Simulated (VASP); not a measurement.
Runs of VASP 6.6.1 on Yb. The structure is that of space group I4/mmm (No. 139), or close to it. The cells are those of the table. 

```csv
cell,further INCAR settings,gap on the mesh (eV),pressure (GPa)
"a = 3.912, b = 3.912, c = 3.599 Å, angles 62.6, 62.6, 54.8°, 1 atom",ALGO = Fast; EDIFF = 1e-06; NBANDS = 18,none,-1.2
"a = 3.700, b = 3.700, c = 3.840 Å, angles 58.7, 58.7, 62.5°, 1 atom",ALGO = Fast; EDIFF = 1e-06; NBANDS = 18,none,(b)
"a = 3.695, b = 3.695, c = 4.422 Å, angles 53.2, 53.2, 73.5°, 1 atom",ALGO = Fast; EDIFF = 1e-07; NBANDS = 18,none,-1.8
"a = 3.747, b = 3.747, c = 3.888 Å, angles 58.7, 58.7, 62.5°, 1 atom",ALGO = Fast; EDIFF = 1e-07; NBANDS = 18,none,-1.6
"a = 3.715, b = 3.715, c = 3.990 Å, angles 57.5, 57.5, 65.0°, 1 atom",ALGO = Fast; EDIFF = 1e-07; NBANDS = 18,none,(a)
```

Alike in all rows: task single point; level PBE; potentials or basis VASP PAW PBE potentials, release 64 (Yb); no spin polarisation; k mesh 16 × 16 × 16; cutoff (eV) 520; smearing gaussian 0.15 eV.

Question: Fill in the values left out.

Answer: (a) -1.7; (b) -0.9.

Caveats: spin-orbit coupling is left out, which moves the levels of the heavy elements.

A k mesh can miss the band edges, and the runs leave out spin-orbit coupling on Yb.

A gap of «none» marks levels without a gap at the run's occupations.
